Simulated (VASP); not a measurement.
# MgCd5Te6 (P3m1) in VASP: single point with PBE

Aim: the single point of MgCd5Te6 with PBE.

Program: VASP 6.6.1. These are calculated values, not measurements. Logs are shortened: lines on timing, memory, paths and dates and some standing lists are left out, and cuts for length are marked.

## Step 1: The cell of the first run

Symmetry: P3m1, No. 156, trigonal system. The conventional cell has a = 4.664 Å, b = 4.664 Å, c = 22.891 Å, α = 90.00°, β = 90.00°, γ = 120.00°. Within 3.7 Å of Mg (site symmetry 3m) lie 4 Te at 2.83 Å. Within 3.8 Å of Cd (site symmetry 3m) lie 4 Te at 2.86 to 2.87 Å. Within 3.8 Å of Cd (site symmetry 3m) lie 4 Te at 2.86 to 2.87 Å. Cd (site symmetry 3m) has 4 Te at 2.86 to 2.87 Å within 3.8 Å. Cd (site symmetry 3m) has 4 Te at 2.86 to 2.87 Å within 3.8 Å. Within 3.8 Å of Cd (site symmetry 3m) lie 4 Te at 2.86 to 2.87 Å. Te (site symmetry 3m) has 3 Mg at 2.83 Å and 1 Cd at 2.87 Å within 3.7 Å. Te (site symmetry 3m) has 4 Cd at 2.86 to 2.87 Å within 3.8 Å.

## Step 2: Single point, PBE

The input, POSCAR:

```
MgCd5Te6
1.0
    4.6644567950      0.0000000000      0.0000000000
   -2.3322283975      4.0395380793      0.0000000000
    0.0000000000      0.0000000000     22.8906652915
Mg Cd Te
1 5 6
Direct
    0.6666666667      0.3333333333      0.1656250726
    0.3333333333      0.6666666667      0.0021453674
    0.3333333333      0.6666666667      0.3317747345
    0.3333333333      0.6666666667      0.6667660814
    0.6666666667      0.3333333333      0.4991901967
    0.6666666667      0.3333333333      0.8343429746
    0.3333333333      0.6666666667      0.1274540847
    0.3333333333      0.6666666667      0.4570520228
    0.3333333333      0.6666666667      0.7921633681
    0.6666666667      0.3333333333      0.2891945095
    0.6666666667      0.3333333333      0.6245644055
    0.6666666667      0.3333333333      0.9597271621
```

The input, INCAR.step1:

```
ALGO = Normal
EDIFF = 1E-6
ENCUT = 520
GGA = PE
ISIF = 2
ISMEAR = 0
LASPH = True
LCHARG = True
LREAL = False
LWAVE = False
NBANDS = 61
NELM = 60
PREC = Accurate
SIGMA = 0.02
```

The input, KPOINTS.step1:

```
k-points
0
Gamma
  6 6 2
```

The input, INCAR.step2:

```
ALGO = Normal
EDIFF = 1E-6
ENCUT = 520
GGA = PE
ICHARG = 11
ISIF = 2
ISMEAR = -5
LASPH = True
LCHARG = False
LORBIT = 10
LREAL = False
LWAVE = False
NEDOS = 2001
NELM = 60
PREC = Accurate
SIGMA = 0.02
```

The input, KPOINTS.step2:

```
k-points
0
Gamma
  9 9 3
```

Potentials or basis: VASP PAW PBE potentials, release 64 (Mg, Cd, Te).

On the command line:

```console
cat potpaw_PBE.64/Mg/POTCAR potpaw_PBE.64/Cd/POTCAR potpaw_PBE.64/Te/POTCAR > POTCAR
cp INCAR.step1 INCAR
cp KPOINTS.step1 KPOINTS
mpirun -np 1 vasp_std > vasp.out
cp INCAR.step2 INCAR
cp KPOINTS.step2 KPOINTS
mpirun -np 1 vasp_std > vasp.out
```

OUTCAR:

```text
EDIFF = 1E-6
   ENCUT = 520
   GGA = PE
   ICHARG = 11
   ISIF = 2
   ISMEAR = -5
   LASPH = True
   LORBIT = 10
   LREAL = False
   NELM = 60
   PREC = Accurate

 ion  position               nearest neighbor table
   1  0.667  0.333  0.166-  10 2.83   7 2.83   7 2.83   7 2.83
   2  0.333  0.667  0.002-  12 2.86  12 2.86  12 2.86   7 2.87
   3  0.333  0.667  0.332-  10 2.86  10 2.86  10 2.86   8 2.87
   4  0.333  0.667  0.667-  11 2.86  11 2.86  11 2.86   9 2.87
   5  0.667  0.333  0.499-   8 2.86   8 2.86   8 2.86  11 2.87
   6  0.667  0.333  0.834-   9 2.86   9 2.86   9 2.86  12 2.87
   7  0.333  0.667  0.127-   1 2.83   1 2.83   1 2.83   2 2.87
   8  0.333  0.667  0.457-   5 2.86   5 2.86   5 2.86   3 2.87
   9  0.333  0.667  0.792-   6 2.86   6 2.86   6 2.86   4 2.87
  10  0.667  0.333  0.289-   1 2.83   3 2.86   3 2.86   3 2.86
  11  0.667  0.333  0.625-   4 2.86   4 2.86   4 2.86   5 2.87
  12  0.667  0.333  0.960-   2 2.86   2 2.86   2 2.86   6 2.87

  LATTYP: Found a hexagonal cell.
 ALAT       =     4.6644567950
 C/A-ratio  =     4.9074664634

  Lattice vectors:

 A1 = (   4.6644567950,   0.0000000000,   0.0000000000)
 A2 = (  -2.3322283975,   4.0395380793,   0.0000000000)
 A3 = (   0.0000000000,   0.0000000000,  22.8906652915)

Analysis of symmetry for initial positions (statically):
=====================================================================
 Subroutine PRICEL returns:
 Original cell was already a primitive cell.

 Routine SETGRP: Setting up the symmetry group for a
 hexagonal supercell.

 Subroutine GETGRP returns: Found  6 space group operations
 (whereof  6 operations were pure point group operations)
 out of a pool of 24 trial point group operations.

The static configuration has the point symmetry C_3v.

Analysis of symmetry for dynamics (positions and initial velocities):
=====================================================================
 Subroutine PRICEL returns:
 Original cell was already a primitive cell.

 Routine SETGRP: Setting up the symmetry group for a
 hexagonal supercell.

 Subroutine GETGRP returns: Found  6 space group operations
 (whereof  6 operations were pure point group operations)
 out of a pool of 24 trial point group operations.

The dynamic configuration has the point symmetry C_3v.

 Subroutine INISYM returns: Found  6 space group operations
 (whereof  6 operations are pure point group operations),
 and found     1 'primitive' translations

----------------------------------------------------------------------------------------

                                     Primitive cell

  volume of cell :     431.3117

  direct lattice vectors                    reciprocal lattice vectors
     4.664456795  0.000000000  0.000000000     0.214387236  0.123776528  0.000000000
    -2.332228398  4.039538079  0.000000000     0.000000000  0.247553057  0.000000000
     0.000000000  0.000000000 22.890665291     0.000000000  0.000000000  0.043685930

  length of vectors
     4.664456795  4.664456795 22.890665291     0.247553057  0.247553057  0.043685930

  position of ions in fractional coordinates (direct lattice)
     0.666666667  0.333333333  0.165625073
     0.333333333  0.666666667  0.002145367
     0.333333333  0.666666667  0.331774735
     0.333333333  0.666666667  0.666766081
     0.666666667  0.333333333  0.499190197
     0.666666667  0.333333333  0.834342975
     0.333333333  0.666666667  0.127454085
     0.333333333  0.666666667  0.457052023
     0.333333333  0.666666667  0.792163368
     0.666666667  0.333333333  0.289194509
     0.666666667  0.333333333  0.624564406
     0.666666667  0.333333333  0.959727162

  ion indices of the primitive-cell ions
   primitive index   ion index
                 1           1
                 2           2
                 3           3
                 4           4
                 5           5
                 6           6
                 7           7
                 8           8
                 9           9
                10          10
                11          11
                12          12
[... 25 lines left out ...]
 ===========================================

 Found     31 irreducible k-points:

 Following reciprocal coordinates:
            Coordinates               Weight
  0.000000  0.000000  0.000000      1.000000
  0.111111 -0.000000  0.000000      6.000000
  0.222222  0.000000  0.000000      6.000000
  0.333333 -0.000000  0.000000      6.000000
  0.444444  0.000000  0.000000      6.000000
  0.111111  0.111111  0.000000      6.000000
[... 16 lines left out ...]
  0.222222  0.111111  0.333333     12.000000
 -0.111111  0.333333  0.333333     12.000000
 [... further k-points ...]
   k-points           NKPTS =     31   k-points in BZ     NKDIM =     31   number of bands    NBANDS=     58
   number of dos      NEDOS =   2001   number of ions     NIONS =     12
   total plane-waves  NPLWV = 233280
   dimension x,y,z NGX =    36 NGY =   36 NGZ =  180
   dimension x,y,z NGXF=    72 NGYF=   72 NGZF=  360
   ions per type =               1   5   6
   NGX,Y,Z   is equivalent  to a cutoff of  12.83, 12.83, 13.07 a.u.
   NGXF,Y,Z  is equivalent  to a cutoff of  25.66, 25.66, 26.15 a.u.
 SYSTEM =  unknown system
   PREC   = accura    normal or accurate (medium, high low for compatibility)
   ISTART =      0    job   : 0-new  1-cont  2-samecut
   ICHARG =     11    charge: 1-file 2-atom 10-const
   ISPIN  =      1    spin polarized calculation?
   LNONCOLLINEAR =      F non collinear calculations
   LSORBIT =      F    spin-orbit coupling
   LASPH  =      T    aspherical Exc in radial PAW
   ENCUT  =  520.0 eV  38.22 Ry    6.18 a.u.   8.67  8.67 42.56*2*pi/ulx,y,z
   NELM   =     60;   NELMIN=  2; NELMDL=  0     # of ELM steps
   EDIFF  = 0.1E-05   stopping-criterion for ELM
   LREAL  =      F    real-space projection
   EDIFFG = 0.1E-04   stopping-criterion for IOM
   NSW    =      0    number of steps for IOM
   IBRION =     -1    ionic relax: 0-MD 1-quasi-New 2-CG
   NFREE  =      0    steps in history (QN), initial steepest desc. (CG)
   ISIF   =      2    stress and relaxation
   ISYM   =      2    0-nonsym 1-usesym 2-fastsym
   POTIM  = 0.5000    time-step for ionic-motion
   TEBEG  =    0.0;   TEEND  =   0.0 temperature during run
   PSTRESS=    0.0 pullay stress
   NELECT =      98.0000    total number of electrons
   NUPDOWN=      -1.0000    fix difference up-down
   EMIN   =  10.00;   EMAX   =-10.00  energy-range for DOS
   EFERMI =   0.00;   METHOD = LEGACY
   ISMEAR =    -5;   SIGMA  =   0.02  broadening in eV -4-tet -1-fermi 0-gaus
   EFERMI_NEDOS =   21; number of points for ismear=-14 and -15
   IALGO  =     38    algorithm
   IMIX   =      4    mixing-type and parameters
     AMIX     =   0.40;   BMIX     =  1.00
     AMIX_MAG =   1.60;   BMIX_MAG =  1.00
  volume/ion in A,a.u.               =      35.94       242.55
  Fermi-wavevector in a.u.,A,eV,Ry     =   0.998972  1.887783 13.577855  0.997944
  Thomas-Fermi vector in A             =   2.131231
   LORBIT       =     10    0 simple, 1 ext, 2 COOP (PROOUT), +10 PAW based schemes
   GGA     = PE    functional components
   LHFCALC =     F    Hartree Fock is set to
   AEXX    =    0.0000 exact exchange contribution
   IVDW    =     0    specifies the selected vdW correction
   LEPSILON=     F    determine dielectric tensor
   LRPA    =     F    only Hartree local field effects (RPA)
 non-spin polarized calculation
 Fermi weights with tetrahedron method with Bloechl corrections
  energy-cutoff  :      520.00
  volume of cell :      431.31
 maximum number of plane-waves:     11651
 NGX is ok and might be reduce to    36

 number of electron      98.0000012 magnetization

 Free energy of the ion-electron system (eV)
  ---------------------------------------------------
  ext. energy  EPLUGINS =         0.00000000
  ---------------------------------------------------
  free energy    TOTEN  =       -30.41941707 eV

  energy without entropy =      -30.41941707  energy(sigma->0) =      -30.41941707

 E-fermi :   1.8665     XC(G=0):  -8.2167

 val. band max:        1.8621402657   @ k =   0.0000   0.0000   0.0000
 cond. band min:       2.6554096020   @ k =   0.0000   0.0000   0.0000
 fundamental gap:      0.7932693363
 Fermi energy:         1.8665130396

 k-point     1 :       0.0000    0.0000    0.0000
  band No.  band energies     occupation
      1      -8.9502      2.00000
      2      -8.8666      2.00000
      3      -8.8210      2.00000
      4      -8.6854      2.00000
      5      -8.6627      2.00000
      6      -8.4652      2.00000
[... 1453 lines left out ...]
     57       6.2772      0.00000
     58       6.3508      0.00000

 [... further k-points ...]

------------------------ aborting loop because EDIFF is reached ----------------------------------------

  FORCE on cell =-STRESS in cart. coord.  units (eV):
  Direction    XX          YY          ZZ          XY          YZ          ZX
  --------------------------------------------------------------------------------------
  -------------------------------------------------------------------------------------
  Total        0.2609803      0.2609803      0.3081580      0.0000000     -0.0000000      0.0000000
  in kB        0.9694537      0.9694537      1.1447032      0.0000000     -0.0000000      0.0000000
  external PRESSURE =       1.0278702 kB  Pullay stress =       0.0000000 kB

 VOLUME and BASIS-vectors are now :
 -----------------------------------------------------------------------------
  energy-cutoff  :      520.00
  volume of cell :      431.31
      direct lattice vectors                 reciprocal lattice vectors
     4.664456795  0.000000000  0.000000000     0.214387236  0.123776528  0.000000000
    -2.332228398  4.039538079  0.000000000     0.000000000  0.247553057  0.000000000
     0.000000000  0.000000000 22.890665291     0.000000000  0.000000000  0.043685930

 POSITION                                       TOTAL-FORCE (eV/Angst)
 -----------------------------------------------------------------------------------
      2.33223      1.34651      3.79127        -0.000000      0.000000      0.005735
     -0.00000      2.69303      0.04911        -0.000000      0.000000     -0.000467
     -0.00000      2.69303      7.59454        -0.000000      0.000000      0.000025
     -0.00000      2.69303     15.26272         0.000000     -0.000000      0.002272
      2.33223      1.34651     11.42680        -0.000000     -0.000000      0.000793
      2.33223      1.34651     19.09867         0.000000      0.000000      0.000805
     -0.00000      2.69303      2.91751        -0.000000      0.000000      0.013782
     -0.00000      2.69303     10.46222        -0.000000      0.000000     -0.001616
     -0.00000      2.69303     18.13315        -0.000000      0.000000     -0.001972
      2.33223      1.34651      6.61985        -0.000000      0.000000     -0.018084
      2.33223      1.34651     14.29669        -0.000000      0.000000     -0.000093
      2.33223      1.34651     21.96879        -0.000000      0.000000     -0.001181
 -----------------------------------------------------------------------------------
    total drift:                                0.004025     -0.002324      0.001546

  FREE ENERGIE OF THE ION-ELECTRON SYSTEM (eV)
  ---------------------------------------------------
  free  energy   TOTEN  =       -30.4194170698 eV

  energy  without entropy=      -30.4194170698  energy(sigma->0) =      -30.41941707

 total charge

# of ion       s       p       d       tot
------------------------------------------
    1        0.172   0.121   0.022   0.315
    2        0.460   0.284   9.534  10.278
    3        0.460   0.282   9.534  10.276
    4        0.461   0.284   9.533  10.279
    5        0.461   0.284   9.533  10.279
    6        0.461   0.284   9.533  10.279
    7        1.340   2.108   0.011   3.460
    8        1.353   2.035   0.018   3.405
    9        1.353   2.034   0.018   3.404
   10        1.349   2.060   0.016   3.424
   11        1.353   2.034   0.018   3.404
   12        1.353   2.034   0.018   3.405
--------------------------------------------------
tot         10.576  13.844  47.786  72.206
```

Run time: 28 min. Hardware: 1 thread of Oxide Virtual Turin-like, shared host; peak memory 0.87 GiB.

What came out:

```
Valence electrons inside the program's atomic spheres : Mg 0.32; Cd 10.28; Te 3.46, 3.40, 3.42 (each value once)
```

Levels at points of the mesh, in eV from the valence-band top:
| k point | band 45 | band 46 | band 47 | band 48 | band 49 | band 50 | band 51 | band 52 | band 53 | band 54 |
| --- | --- | --- | --- | --- | --- | --- | --- | --- | --- | --- |
| (0.00, 0.00, 0.00) | -0.16 | -0.16 | -0.10 | 0.00 | 0.00 | 0.79 | 1.67 | 1.83 | 1.85 | 1.89 |

Caveat: spin-orbit coupling is left out, which moves the levels of the heavy elements.
